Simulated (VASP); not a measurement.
# LiMg12 (a cell with a defect) in VASP: further runs, part 2 of 2

VASP 6.6.1.

## (4) Single point, PBE

Contents of INCAR:

```
PREC = Accurate
ENCUT = 520
EDIFF = 1E-6
ISMEAR = 0
SIGMA = 0.1
LREAL = F
LASPH = T
NELM = 60
ALGO = Normal
ISIF = 2
LWAVE = F
LCHARG = F
GGA = PE
NBANDS = 26
```

Contents of KPOINTS:

```
regular mesh
0
Gamma
  4 3 4
```

Contents of POSCAR:

```
LiMg12
1.0
    6.4200000000      0.0000000000      0.0000000000
   -4.8150000000      8.3398250000      0.0000000000
    0.0000000000      0.0000000000      5.2130400000
Mg Li
12 1
Direct
    0.0099541199      0.0311546106     -0.0201281786
    0.1577810336      0.2198341092      0.4804643740
   -0.0014650157      0.3312559916     -0.0150476497
    0.1669468486      0.5707849985      0.4414535473
   -0.0086914469      0.6358616638     -0.0749739116
    0.2083255676      0.9172982647      0.5676085355
    0.4819272998     -0.0147704538      0.0518269570
    0.6774840120      0.2295415072      0.5058823642
    0.5003019070      0.3280465717     -0.0014732287
    0.6241802841      0.5262943767      0.4974836180
    0.4773139565      0.6514613916     -0.0406403941
    0.6636865762      0.9006240539      0.5336400641
    0.8746225385      0.7825654615      1.2427806040
```

Potentials or basis: VASP PAW PBE potentials, release 64 (Mg, Li_sv).

The run is started by

```bash
> cat potpaw_PBE.64/Mg/POTCAR potpaw_PBE.64/Li_sv/POTCAR > POTCAR
> mpirun -np 1 vasp_std > vasp.out
```

OUTCAR:

```text
PREC = Accurate
   ENCUT = 520
   EDIFF = 1E-6
   ISMEAR = 0
   LREAL = F
   LASPH = T
   NELM = 60
   ISIF = 2
   GGA = PE

 ion  position               nearest neighbor table
   1  0.010  0.031  0.980-  13 2.51   3 2.93   6 2.97   9 3.02  12 3.02   2 3.04   2 3.05   7 3.21
                             7 3.30  12 3.47  11 3.55
   2  0.158  0.220  0.480-  10 2.97   1 3.04   1 3.05   6 3.12   8 3.13  12 3.14   9 3.15   3 3.16
                             3 3.20   8 3.29   9 3.31   4 3.36
   3  0.999  0.331  0.985-   1 2.93   5 2.97   8 3.07  11 3.08   4 3.11   2 3.16   9 3.18   2 3.20
                             9 3.24   8 3.25   7 3.34   4 3.47
   4  0.167  0.571  0.441-   5 2.95  11 3.06   5 3.10   3 3.11  10 3.18  11 3.21  12 3.22   8 3.23
                             6 3.28  10 3.30   2 3.36   3 3.47
   5  0.991  0.636  0.925-  13 2.52   4 2.95   3 2.97   6 3.00  10 3.02  11 3.05   9 3.09   4 3.10
                             7 3.33  11 3.38  10 3.62
   6  0.208  0.917  0.568-  13 2.52   7 2.96   1 2.97   5 3.00  12 3.01   8 3.03   7 3.10   2 3.12
                             4 3.28  12 3.42
[... 905 lines left out ...]
------------------------ aborting loop because EDIFF is reached ----------------------------------------

  FORCE on cell =-STRESS in cart. coord.  units (eV):
  Direction    XX          YY          ZZ          XY          YZ          ZX
  --------------------------------------------------------------------------------------
  -------------------------------------------------------------------------------------
  Total        2.3856206      4.7807012      6.3792650     -0.5169427      0.1501247     -0.3889343
  in kB       13.6939565     27.4422148     36.6183020     -2.9673583      0.8617469     -2.2325634
  external PRESSURE =      25.9181578 kB  Pullay stress =       0.0000000 kB

 VOLUME and BASIS-vectors are now :
 -----------------------------------------------------------------------------
  energy-cutoff  :      520.00
  volume of cell :      279.11
      direct lattice vectors                 reciprocal lattice vectors
     6.420000000  0.000000000  0.000000000     0.155763240  0.089929945  0.000000000
    -4.815000000  8.339825000  0.000000000     0.000000000  0.119906593  0.000000000
     0.000000000  0.000000000  5.213040000     0.000000000  0.000000000  0.191826650

 POSITION                                       TOTAL-FORCE (eV/Angst)
 -----------------------------------------------------------------------------------
     -0.08610      0.25982      5.10811        -0.036086     -0.012355      0.005737
     -0.04555      1.83338      2.50468        -0.004925     -0.004722      0.001187
      4.81560      2.76262      5.13460         0.004449      0.011079     -0.005164
     -1.67653      4.76025      2.30132        -0.011753      0.001698     -0.007331
      3.30253      5.30298      4.82220         0.009029     -0.015307     -0.020022
     -3.07934      7.65011      2.95897         0.011706      0.041568      0.017259
     -1.64991      8.21664      0.27018        -0.017274      0.001653      0.001402
      3.24420      1.91434      2.63718         0.008917      0.010669     -0.008706
      1.63239      2.73585      5.20536        -0.007178     -0.009495     -0.003421
      1.47313      4.38920      2.59340        -0.024869     -0.020890     -0.003773
     -0.07243      5.43307      5.00118         0.007344      0.022378      0.015036
     -0.07564      7.51105      2.78189        -0.004578     -0.004034     -0.024166
      1.84702      6.52646      1.26562         0.065220     -0.022242      0.031961
 -----------------------------------------------------------------------------------
    total drift:                               -0.000350      0.000427     -0.000033

  FREE ENERGIE OF THE ION-ELECTRON SYSTEM (eV)
  ---------------------------------------------------
  free  energy   TOTEN  =       -18.6974988265 eV

  energy  without entropy=      -18.6684165404  energy(sigma->0) =      -18.68295768
```

stdout:

```text
POSCAR found type information on POSCAR MgLi
 POSCAR found :  2 types and      13 ions
 scaLAPACK will be used
 LDA part: xc-table for (Slater+PW92), standard interpolation
 POSCAR, INCAR and KPOINTS ok, starting setup
 FFT: planning ... GRIDC
 FFT: planning ... GRID_SOFT
 FFT: planning ... GRID
 WAVECAR not read
 entering main loop
```

Run time: 80 s. Hardware: 1 thread of Intel Xeon 6975P-C (Granite Rapids), shared host; peak memory 0.44 GiB.

What came out:

- Free energy: -18.6975 eV
- Largest force: 0.076 eV/Å

Forces in eV/Å, atoms in the order of the input:
```
Mg  -0.036 -0.012  0.006
Mg  -0.005 -0.005  0.001
Mg   0.004  0.011 -0.005
Mg  -0.012  0.002 -0.007
Mg   0.009 -0.015 -0.020
Mg   0.012  0.042  0.017
Mg  -0.017  0.002  0.001
Mg   0.009  0.011 -0.009
Mg  -0.007 -0.009 -0.003
Mg  -0.025 -0.021 -0.004
Mg   0.007  0.022  0.015
Mg  -0.005 -0.004 -0.024
Li   0.065 -0.022  0.032
```

Caveat: the cutoff is under 1.25 times the usual one of these potentials, so pressure, stress and relaxed cells hold a basis-set (Pulay) error.

## (5) Single point, PBE

Contents of INCAR:

```
SYSTEM = LiMg12
ALGO = Normal ; EDIFF = 1E-6
ENCUT = 520 ; GGA = PE
ISIF = 2 ; ISMEAR = 0
LASPH = .True. ; LCHARG = .False.
LREAL = .False. ; LWAVE = .False.
NBANDS = 26 ; NELM = 60
PREC = Accurate ; SIGMA = 0.1
```

Contents of KPOINTS:

```
k-points
0
Gamma
  4 3 4
  0 0 0
```

Contents of POSCAR:

```
LiMg12
1.0
    6.4200000000      0.0000000000      0.0000000000
   -4.8150000000      8.3398250000      0.0000000000
    0.0000000000      0.0000000000      5.2130400000
Mg Li
12 1
Direct
   -0.0227329306      0.0051521465      0.0056015300
    0.1329481589      0.2090114601      0.4811279023
    0.0103820034      0.3360000959     -0.0252313429
    0.1566960545      0.5793945317      0.4237851618
   -0.0295647691      0.6398677430     -0.1158811365
    0.2574996724      0.9591937481      0.6034218038
    0.4803610472     -0.0167125809      0.0820400381
    0.6994091438      0.2537573630      0.4912810951
    0.4831347512      0.3116509039     -0.0116095407
    0.5676203575      0.5141708609      0.4915826466
    0.4983434138      0.6627220595     -0.0153369243
    0.6619608555      0.8869419922      0.5322794377
    0.9350488726      0.7671343224      1.3090799227
```

The run is started by

```bash
> cat potpaw_PBE.64/Mg/POTCAR potpaw_PBE.64/Li_sv/POTCAR > POTCAR
> mpirun -np 1 vasp_std > vasp.out
```

Wall time 79 s (1 thread of Intel Xeon 6975P-C (Granite Rapids), shared host); peak memory 0.44 GiB.

Results (log left out):

```
Free energy   : -18.8171 eV
Largest force : 0.008 eV/Å
```

Forces in eV/Å, atoms in the order of the input:
```
Mg   0.002  0.002 -0.003
Mg  -0.002 -0.001  0.001
Mg   0.001  0.000  0.000
Mg   0.003 -0.004  0.000
Mg   0.000 -0.002  0.003
Mg   0.005  0.006  0.003
Mg  -0.001 -0.004  0.002
Mg   0.001  0.002  0.000
Mg  -0.002  0.000  0.000
Mg   0.000  0.002 -0.002
Mg  -0.006 -0.001 -0.003
Mg  -0.001  0.003  0.002
Li   0.000 -0.003 -0.004
```

Levels at points of the mesh, in eV from the Fermi level:
| k point | band 10 | band 11 | band 12 | band 13 | band 14 | band 15 | band 16 | band 17 |
| --- | --- | --- | --- | --- | --- | --- | --- | --- |
| (0.00, 0.00, 0.00) | -1.52 | -0.44 | -0.23 | 0.09 | 0.16 | 0.38 | 0.56 | 1.24 |
| (0.50, 0.00, 0.00) | -0.70 | -0.58 | -0.47 | -0.36 | -0.22 | 0.06 | 0.13 | 0.24 |
| (0.00, 0.00, 0.50) | -2.01 | -1.82 | -1.19 | -1.16 | -0.83 | -0.57 | 0.87 | 0.99 |
| (0.50, 0.00, 0.50) | -1.15 | -1.01 | -0.75 | -0.60 | 0.45 | 0.52 | 0.78 | 0.89 |

Caveat: the cutoff is under 1.25 times the usual one of these potentials, so pressure, stress and relaxed cells hold a basis-set (Pulay) error.
